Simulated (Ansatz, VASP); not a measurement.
**One calculation of S, two programs**

```xyz
2
Lattice="3.2703 0.0000 0.0000 -1.6351 2.8321 0.0000 0.0000 0.0000 3.4708" Properties=species:S:1:pos:R:3 pbc="T T T"
S     0.0000    1.8881    0.8677
S     1.6351    0.9440    2.6031
```

Alike in both runs: functional PBEsol; k mesh 21 × 21 × 16; occupations gaussian, width 0.1 eV; no spin polarisation.

Ansatz relaxed the structure, and its values are those at the end. VASP's run is a single point on that final structure, the one shown.

```csv
,VASP,Ansatz
version,VASP 6.6.1,Ansatz 0.2.0
potentials or method,"VASP PAW PBE potentials, release 64 (S), cutoff 520 eV","scalar-relativistic, plane waves, PAW"
valence electrons in the cell,12,12
```

VASP gave:

* gap on the k mesh at the Fermi level (eV): none
* pressure (GPa): 0.1

**Question.** What did Ansatz give for the same quantities?

**Answer.** gap on the k mesh at the Fermi level (eV): none; pressure (GPa): 0.0.

VASP's potentials were made for PBE, not for PBEsol. A gap of «none» marks a metal or a gap that the smearing closes.
